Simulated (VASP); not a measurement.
# C (P4_2/mmc) in VASP: notebook

The runs below take C through single point, with PBE.

Program: VASP 6.6.1. These are calculated values, not measurements. Logs are shortened: lines on timing, memory, paths and dates and some standing lists are left out, and cuts for length are marked.

## (1) The cell of the first run

It takes space group P4_2/mmc (No. 131, tetragonal). Conventional cell: a = 3.154 Å, b = 3.154 Å, c = 2.506 Å, α = 90.00°, β = 90.00°, γ = 90.00°. C (site symmetry m2m) has 6 C at 1.49 to 1.72 Å within 2.0 Å.

## (2) Single point, PBE

INCAR reads:

```
ALGO = Normal
EDIFF = 1E-6
ENCUT = 600
GGA = PE
GGA_COMPAT = F
ISIF = 2
ISMEAR = 0
LASPH = T
LCHARG = F
LREAL = F
LWAVE = F
NBANDS = 16
NELM = 120
PREC = Accurate
SIGMA = 0.1
```

KPOINTS reads:

```
k-points
0
Gamma
  6 6 6
```

POSCAR reads:

```
C
1.0
    3.1539890500      0.0000000000      0.0000000000
    0.0000000000      3.1539890500      0.0000000000
    0.0000000000      0.0000000000      2.5063951700
C
4
Direct
    0.2638941600      0.0000000000      0.0000000000
    0.7361058400      0.0000000000      0.0000000000
    0.0000000000      0.2638941600      0.5000000000
    0.0000000000      0.7361058400      0.5000000000
```

Potentials or basis: VASP PAW PBE potentials, release 64 (C).

Launch:

```console
$ cat potpaw_PBE.64/C/POTCAR > POTCAR
$ mpirun -np 1 vasp_std > vasp.out
```

OUTCAR:

```text
EDIFF = 1E-6
   ENCUT = 600
   GGA = PE
   ISIF = 2
   ISMEAR = 0
   LASPH = T
   LREAL = F
   NELM = 120
   PREC = Accurate

 ion  position               nearest neighbor table
   1  0.264  0.000  0.000-   2 1.49   2 1.66   4 1.72   3 1.72   4 1.72   3 1.72
   2  0.736  0.000  0.000-   1 1.49   1 1.66   3 1.72   4 1.72   3 1.72   4 1.72
   3  0.000  0.264  0.500-   4 1.49   4 1.66   1 1.72   1 1.72   2 1.72   2 1.72
   4  0.000  0.736  0.500-   3 1.49   3 1.66   2 1.72   1 1.72   1 1.72   2 1.72

  LATTYP: Found a simple tetragonal cell.
 ALAT       =     3.1539890500
 C/A-ratio  =     0.7946746581

  Lattice vectors:

 A1 = (   3.1539890500,   0.0000000000,   0.0000000000)
 A2 = (   0.0000000000,   3.1539890500,   0.0000000000)
 A3 = (   0.0000000000,   0.0000000000,   2.5063951700)

Analysis of symmetry for initial positions (statically):
=====================================================================
 Subroutine PRICEL returns:
 Original cell was already a primitive cell.

 Routine SETGRP: Setting up the symmetry group for a
 simple tetragonal supercell.

 Subroutine GETGRP returns: Found 16 space group operations
 (whereof  8 operations were pure point group operations)
 out of a pool of 16 trial point group operations.

The static configuration has the point symmetry D_2h.
 The point group associated with its full space group is D_4h.

Analysis of symmetry for dynamics (positions and initial velocities):
=====================================================================
 Subroutine PRICEL returns:
 Original cell was already a primitive cell.

 Routine SETGRP: Setting up the symmetry group for a
 simple tetragonal supercell.

 Subroutine GETGRP returns: Found 16 space group operations
 (whereof  8 operations were pure point group operations)
 out of a pool of 16 trial point group operations.

The dynamic configuration has the point symmetry D_2h.
 The point group associated with its full space group is D_4h.

 Subroutine INISYM returns: Found 16 space group operations
 (whereof  8 operations are pure point group operations),
 and found     1 'primitive' translations

----------------------------------------------------------------------------------------

                                     Primitive cell

  volume of cell :      24.9327

  direct lattice vectors                    reciprocal lattice vectors
     3.153989050  0.000000000  0.000000000     0.317058805  0.000000000  0.000000000
     0.000000000  3.153989050  0.000000000     0.000000000  0.317058805  0.000000000
     0.000000000  0.000000000  2.506395170     0.000000000  0.000000000  0.398979384

  length of vectors
     3.153989050  3.153989050  2.506395170     0.317058805  0.317058805  0.398979384

  position of ions in fractional coordinates (direct lattice)
     0.263894160  0.000000000  0.000000000
     0.736105840  0.000000000  0.000000000
     0.000000000  0.263894160  0.500000000
     0.000000000  0.736105840  0.500000000

  ion indices of the primitive-cell ions
   primitive index   ion index
                 1           1
                 2           2
                 3           3
                 4           4

----------------------------------------------------------------------------------------

 KPOINTS: k-points

Automatic generation of k-mesh.
 Grid dimensions read from file:
 generate k-points for:    6    6    6

 Generating k-lattice:

  Cartesian coordinates                     Fractional coordinates (reciprocal lattice)
     0.052843134  0.000000000  0.000000000     0.166666667  0.000000000  0.000000000
     0.000000000  0.052843134  0.000000000     0.000000000  0.166666667  0.000000000
     0.000000000  0.000000000  0.066496564     0.000000000  0.000000000  0.166666667

  Length of vectors
     0.052843134  0.052843134  0.066496564

  Shift w.r.t. Gamma in fractional coordinates (k-lattice)
     0.000000000  0.000000000  0.000000000

 Subroutine IBZKPT returns following result:
 ===========================================

 Found     40 irreducible k-points:

 Following reciprocal coordinates:
            Coordinates               Weight
  0.000000  0.000000  0.000000      1.000000
  0.166667  0.000000  0.000000      4.000000
  0.333333  0.000000  0.000000      4.000000
  0.500000  0.000000  0.000000      2.000000
  0.166667  0.166667  0.000000      4.000000
  0.333333  0.166667  0.000000      8.000000
[... 16 lines left out ...]
  0.333333  0.000000  0.333333      8.000000
  0.500000  0.000000  0.333333      4.000000
 [... further k-points ...]
   k-points           NKPTS =     40   k-points in BZ     NKDIM =     40   number of bands    NBANDS=     16
   number of dos      NEDOS =    301   number of ions     NIONS =      4
   total plane-waves  NPLWV =  15680
   dimension x,y,z NGX =    28 NGY =   28 NGZ =   20
   dimension x,y,z NGXF=    56 NGYF=   56 NGZF=   40
   ions per type =               4
   NGX,Y,Z   is equivalent  to a cutoff of  14.76, 14.76, 13.27 a.u.
   NGXF,Y,Z  is equivalent  to a cutoff of  29.52, 29.52, 26.53 a.u.
 SYSTEM =  unknown system
   PREC   = accura    normal or accurate (medium, high low for compatibility)
   ISTART =      0    job   : 0-new  1-cont  2-samecut
   ICHARG =      2    charge: 1-file 2-atom 10-const
   ISPIN  =      1    spin polarized calculation?
   LNONCOLLINEAR =      F non collinear calculations
   LSORBIT =      F    spin-orbit coupling
   LASPH  =      T    aspherical Exc in radial PAW
   ENCUT  =  600.0 eV  44.10 Ry    6.64 a.u.   6.30  6.30  5.01*2*pi/ulx,y,z
   NELM   =    120;   NELMIN=  2; NELMDL= -5     # of ELM steps
   EDIFF  = 0.1E-05   stopping-criterion for ELM
   LREAL  =      F    real-space projection
   EDIFFG = 0.1E-04   stopping-criterion for IOM
   NSW    =      0    number of steps for IOM
   IBRION =     -1    ionic relax: 0-MD 1-quasi-New 2-CG
   NFREE  =      0    steps in history (QN), initial steepest desc. (CG)
   ISIF   =      2    stress and relaxation
   ISYM   =      2    0-nonsym 1-usesym 2-fastsym
   POTIM  = 0.5000    time-step for ionic-motion
   TEBEG  =    0.0;   TEEND  =   0.0 temperature during run
   PSTRESS=    0.0 pullay stress
   NELECT =      16.0000    total number of electrons
   NUPDOWN=      -1.0000    fix difference up-down
   EMIN   =  10.00;   EMAX   =-10.00  energy-range for DOS
   EFERMI =   0.00;   METHOD = LEGACY
   ISMEAR =     0;   SIGMA  =   0.10  broadening in eV -4-tet -1-fermi 0-gaus
   EFERMI_NEDOS =   21; number of points for ismear=-14 and -15
   IALGO  =     38    algorithm
   IMIX   =      4    mixing-type and parameters
     AMIX     =   0.40;   BMIX     =  1.00
     AMIX_MAG =   1.60;   BMIX_MAG =  1.00
  volume/ion in A,a.u.               =       6.23        42.06
  Fermi-wavevector in a.u.,A,eV,Ry     =   1.412076  2.668437 27.129469  1.993960
  Thomas-Fermi vector in A             =   2.533862
   LORBIT       =      0    0 simple, 1 ext, 2 COOP (PROOUT), +10 PAW based schemes
   GGA     = PE    functional components
   LHFCALC =     F    Hartree Fock is set to
   AEXX    =    0.0000 exact exchange contribution
   IVDW    =     0    specifies the selected vdW correction
   LEPSILON=     F    determine dielectric tensor
   LRPA    =     F    only Hartree local field effects (RPA)
 non-spin polarized calculation
 Gauss-broadening in eV      SIGMA  =   0.10
  energy-cutoff  :      600.00
  volume of cell :       24.93
 maximum number of plane-waves:       848
 NGX is ok and might be reduce to    28
   NGX = 13   NGY = 13   NGZ = 11

 number of electron      16.0000001 magnetization

 Free energy of the ion-electron system (eV)
  ---------------------------------------------------
  ext. energy  EPLUGINS =         0.00000000
  ---------------------------------------------------
  free energy    TOTEN  =       -23.95420063 eV

  energy without entropy =      -23.94614458  energy(sigma->0) =      -23.95017261

 E-fermi :  10.0876     XC(G=0): -12.6945

 val. band max:       10.0618978480   @ k =   0.5000   0.5000   0.0000
 cond. band min:      10.1239141545   @ k =   0.5000   0.3333   0.3333
 fundamental gap:      0.0620163065
 Fermi energy:        10.0875520346

 k-point     1 :       0.0000    0.0000    0.0000
  band No.  band energies     occupation
      1     -13.9845      2.00000
      2      -2.1562      2.00000
      3      -2.0210      2.00000
      4      -0.2621      2.00000
      5      -0.2621      2.00000
      6       1.5347      2.00000
[... 8 lines left out ...]
     15      21.4200      0.00000
     16      23.4128      0.00000

 k-point     2 :       0.1667    0.0000    0.0000
  band No.  band energies     occupation
      1     -13.7758      2.00000
      2      -4.2570      2.00000
      3      -2.0274      2.00000
      4       0.0207      2.00000
      5       1.7548      2.00000
      6       2.1761      2.00000
[... 8 lines left out ...]
     15      21.1970      0.00000
     16      23.2261      0.00000

 k-point     3 :       0.3333    0.0000    0.0000
  band No.  band energies     occupation
      1     -13.2721      2.00000
      2      -6.4292      2.00000
      3      -1.8949      2.00000
      4       0.7701      2.00000
      5       2.2774      2.00000
      6       4.8473      2.00000
[... 8 lines left out ...]
     15      20.6627      0.00000
     16      21.0162      0.00000

 k-point     4 :       0.5000    0.0000    0.0000
  band No.  band energies     occupation
      1     -12.9509      2.00000
      2      -7.3257      2.00000
      3      -1.8258      2.00000
      4       1.3543      2.00000
      5       2.6015      2.00000
      6       4.6512      2.00000
[... 8 lines left out ...]
     15      20.2774      0.00000
     16      20.4991      0.00000
[... 324 lines left out ...]
 k-point    22 :       0.1667    0.0000    0.3333
  band No.  band energies     occupation
      1     -11.6621      2.00000
      2      -5.5148      2.00000
      3      -2.5927      2.00000
      4      -0.9698      2.00000
      5       1.5257      2.00000
      6       1.8666      2.00000
[... 8 lines left out ...]
     15      22.1002      0.00000
     16      22.2325      0.00000

 k-point    23 :       0.3333    0.0000    0.3333
  band No.  band energies     occupation
      1     -11.1653      2.00000
      2      -5.0991      2.00000
      3      -4.4840      2.00000
      4      -0.8331      2.00000
      5       1.2993      2.00000
      6       2.2658      2.00000
[... 8 lines left out ...]
     15      21.8627      0.00000
     16      22.2709      0.00000

 k-point    24 :       0.5000    0.0000    0.3333
  band No.  band energies     occupation
      1     -10.8496      2.00000
      2      -5.4234      2.00000
      3      -4.7119      2.00000
      4      -0.7533      2.00000
      5       0.7449      2.00000
      6       2.8179      2.00000
[... 8 lines left out ...]
     15      21.0271      0.00000
     16      22.7058      0.00000

 [... further k-points ...]
[... 5 lines left out ...]
  --------------------------------------------------------------------------------------
  -------------------------------------------------------------------------------------
  Total        7.9493674      7.9493674      5.0189363     -0.0000000      0.0000000      0.0000000
  in kB      510.8262934    510.8262934    322.5168106     -0.0000000      0.0000000      0.0000000
  external PRESSURE =     448.0564658 kB  Pullay stress =       0.0000000 kB

 VOLUME and BASIS-vectors are now :
 -----------------------------------------------------------------------------
  energy-cutoff  :      600.00
  volume of cell :       24.93
      direct lattice vectors                 reciprocal lattice vectors
     3.153989050  0.000000000  0.000000000     0.317058805  0.000000000  0.000000000
     0.000000000  3.153989050  0.000000000     0.000000000  0.317058805  0.000000000
     0.000000000  0.000000000  2.506395170     0.000000000  0.000000000  0.398979384

 POSITION                                       TOTAL-FORCE (eV/Angst)
 -----------------------------------------------------------------------------------
      0.83232      0.00000      0.00000         2.997059      0.000000      0.000000
      2.32167      0.00000      0.00000        -2.997059     -0.000000     -0.000000
      0.00000      0.83232      1.25320         0.000000      2.997059     -0.000000
      0.00000      2.32167      1.25320         0.000000     -2.997059      0.000000
 -----------------------------------------------------------------------------------
    total drift:                               -0.000000      0.000000     -0.000000

  FREE ENERGIE OF THE ION-ELECTRON SYSTEM (eV)
  ---------------------------------------------------
  free  energy   TOTEN  =       -23.9542006315 eV

  energy  without entropy=      -23.9461445824  energy(sigma->0) =      -23.95017261
```

It took 9.5 s on 1 thread of Intel Xeon Platinum 8559C (Emerald Rapids), shared host; peak memory 0.13 GiB.

Results:

| Quantity | Value |
| --- | --- |
| Free energy | -23.9542 eV |
| Pressure | 44.8 GPa |
| Largest force | 2.997 eV/Å |
| Band gap on the k mesh | zero (band 8 reaches 11.68 eV, above the bottom of band 9 at 8.97 eV) |

Forces on the atoms (eV/Å):
```
C    2.997  0.000  0.000
C   -2.997  0.000  0.000
C    0.000  2.997  0.000
C    0.000 -2.997  0.000
```

Levels at points of the mesh, in eV from the Fermi level:
```csv
k point,band 4,band 5,band 6,band 7,band 8,band 9,band 10,band 11,band 12,band 13
"(0.00, 0.00, 0.00)",-10.35,-10.35,-8.55,-1.58,-0.57,3.67,3.67,5.62,6.14,6.14
"(0.50, 0.00, 0.00)",-8.73,-7.49,-5.44,-4.18,-0.99,-0.25,3.84,5.84,7.61,8.56
"(0.50, 0.50, 0.00)",-9.42,-6.19,-2.00,-2.00,-0.78,-0.78,-0.03,4.77,6.17,10.38
"(0.00, 0.00, 0.50)",-10.74,-8.00,-8.00,-3.01,-3.01,1.24,1.24,3.20,3.20,8.03
"(0.50, 0.00, 0.50)",-11.56,-10.48,-6.40,-2.28,-2.02,1.62,1.67,3.38,4.08,9.52
"(0.50, 0.50, 0.50)",-13.58,-10.23,-10.23,-4.26,-4.26,4.16,4.16,9.19,9.19,9.24
```

Caveat: the k points lie up to 0.42 Å⁻¹ apart; forces of over 1 eV/Å act on the atoms, so gaps and moduli don't describe the material at rest.

## (3) Single point, PBE

This run uses another cell than the first one, of 7.05 Å³/atom, 1.130 times its volume.

INCAR reads:

```
SYSTEM = C
PREC     = Accurate       ! precision mode
ENCUT    = 600            ! plane-wave cutoff, eV
EDIFF    = 1E-6           ! SCF threshold, eV
ISMEAR   = 0              ! smearing method
SIGMA    = 0.1            ! smearing width, eV
LREAL    = .FALSE.        ! projectors in reciprocal space
LASPH    = .TRUE.         ! aspherical terms in the spheres
NELM     = 120            ! most SCF steps
ALGO     = Normal         ! electronic algorithm
ISIF     = 2              ! what is computed and relaxed
LWAVE    = .FALSE.        ! write WAVECAR
LCHARG   = .FALSE.        ! write CHGCAR
GGA      = PE             ! functional
NBANDS   = 16             ! bands
GGA_COMPAT= .FALSE.
```

KPOINTS reads:

```
regular mesh
0
G
  6 6 6
  0 0 0
```

POSCAR reads:

```
C
1.0
    3.4599502663      0.0000000000      0.0000000000
    0.0000000000      3.4599502663      0.0000000000
    0.0000000000      0.0000000000      2.3540200470
C
4
Direct
    0.2876664672      0.0000000000      0.0000000000
    0.7123335328      0.0000000000      0.0000000000
    0.0000000000      0.2876664672      0.5000000000
    0.0000000000      0.7123335328      0.5000000000
```

Potentials or basis: VASP PAW PBE potentials, release 64 (C).

Launch:

```console
$ cat potpaw_PBE.64/C/POTCAR > POTCAR
$ mpirun -np 1 vasp_std > vasp.out
```

It took 9.6 s on 1 thread of Intel Xeon Platinum 8559C (Emerald Rapids), shared host; peak memory 0.14 GiB.

It converged, with:

- Free energy: -25.8585 eV
- Pressure: -0.2 GPa
- Largest force: 0.027 eV/Å
- Band gap on the k mesh: zero (band 8 reaches 11.50 eV, above the bottom of band 9 at 6.59 eV)

Forces on the atoms (eV/Å):
```
C   -0.027  0.000  0.000
C    0.027  0.000  0.000
C    0.000 -0.027  0.000
C    0.000  0.027  0.000
```

Stress tensor (GPa, compression positive):
```
-0.11  0.00  0.00
 0.00 -0.11  0.00
 0.00  0.00 -0.23
```

Levels at points of the mesh, in eV from the Fermi level:
```
           k point  band 6  band 7  band 8  band 9  band 10  band 11
(0.00, 0.00, 0.00)   -3.50   -2.31    3.33    3.33     4.93     5.36
(0.50, 0.00, 0.00)   -5.07   -2.37    0.96    3.07     4.90     5.57
(0.50, 0.50, 0.00)   -3.14   -0.63    1.05    1.05     3.86     4.70
(0.00, 0.00, 0.50)   -6.46   -3.61   -3.61    0.42     0.42     2.95
(0.50, 0.00, 0.50)   -4.90   -3.21   -2.10    0.47     0.84     1.83
(0.50, 0.50, 0.50)   -8.86   -3.49   -3.49    1.23     1.23     7.22
```

Caveat: the k points lie up to 0.44 Å⁻¹ apart.
